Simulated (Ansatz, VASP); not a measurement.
ZnS: VASP beside Ansatz

```
Zn S
1.0
     3.81100    0.00000    0.00000
    -1.90550    3.30042    0.00000
     0.00000    0.00000    6.23400
Zn S
2 2
Direct
  0.33333 0.66667 0.00000
  0.66667 0.33333 0.50000
  0.38710 0.70603 0.40584
  0.72043 0.37269 0.90584
```

Change from the starting cell: all S atoms moved +0.225 Å, as atom 3 along Cartesian [1 1 1].

Alike in both runs: task single point; functional r2SCAN; k mesh 6 × 6 × 4; occupations gaussian, width 0.05 eV; no spin polarisation.

|  | VASP | Ansatz |
| --- | --- | --- |
| version | VASP 6.6.1 | Ansatz 0.2.0 |
| potentials or method | VASP PAW PBE potentials, release 64 (Zn, S), cutoff 520 eV | scalar-relativistic, plane waves, PAW |
| valence electrons in the cell | 36 | 36 |

VASP gave:

| Quantity | Value |
| --- | --- |
| gap on the k mesh at the Fermi level (eV) | 2.83 |
| least direct gap on the mesh (eV) | 2.83 |
| pressure (GPa) | 2.9 |
| traceless stress, the component that is largest in VASP (GPa) | -4.59 |
| rms of the force components (eV/Å) | 1.128 |

Task: Estimate Ansatz's values.

Result: gap on the k mesh at the Fermi level (eV): 2.82; least direct gap on the mesh (eV): 2.82; pressure (GPa): 2.7; traceless stress, the component that is largest in VASP (GPa): -4.52; rms of the force components (eV/Å): 1.117.

VASP's potentials were made for PBE, not for r2SCAN. Atom by atom the forces differ by 0.012 eV/Å (rms over components).
